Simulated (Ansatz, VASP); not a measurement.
# Ba2ReTe4: VASP beside Ansatz

```
Ba Re Te
1.0
     6.61155    0.00000    0.00000
    -3.30577    5.72577    0.00000
     0.00000    0.00000    5.97074
Ba Re Te
2 1 4
Direct
  0.33333 0.66667 0.50000
  0.66667 0.33333 0.50000
  0.00000 0.00000 0.50000
  0.50000 0.00000 0.00000
  0.00000 0.50000 0.00000
  0.50000 0.50000 0.00000
  0.00000 0.00000 0.00000
```

Alike in both runs: task single point; functional PBE; k mesh 3 × 3 × 4; occupations gaussian, width 0.1 eV; no spin polarisation.

|  | VASP | Ansatz |
| --- | --- | --- |
| version | VASP 6.6.1 | Ansatz 0.2.0 |
| potentials or method | VASP PAW PBE potentials, release 64 (Ba_sv, Re, Te), cutoff 520 eV | scalar-relativistic, plane waves, PAW |
| valence electrons in the cell | 51 | 99 |

```tsv
	VASP	Ansatz	Ansatz less VASP
gap on the k mesh at the Fermi level (eV)	none	none	-
pressure (GPa)	-0.8	-1.2	-0.34
traceless stress, the component that is largest in VASP (GPa)	-6.08	-6.27	-0.193
```

A gap of «none» marks a metal or a gap that the smearing closes. The functional is the same, so the differences come from potentials, cutoffs and numerics. VASP's potentials hold 51 valence electrons a cell and Ansatz's 99, so a difference there can come from the potentials and not from the codes.

The k mesh is coarse, so the values compare programs but aren't converged. Spin-orbit coupling is off throughout.
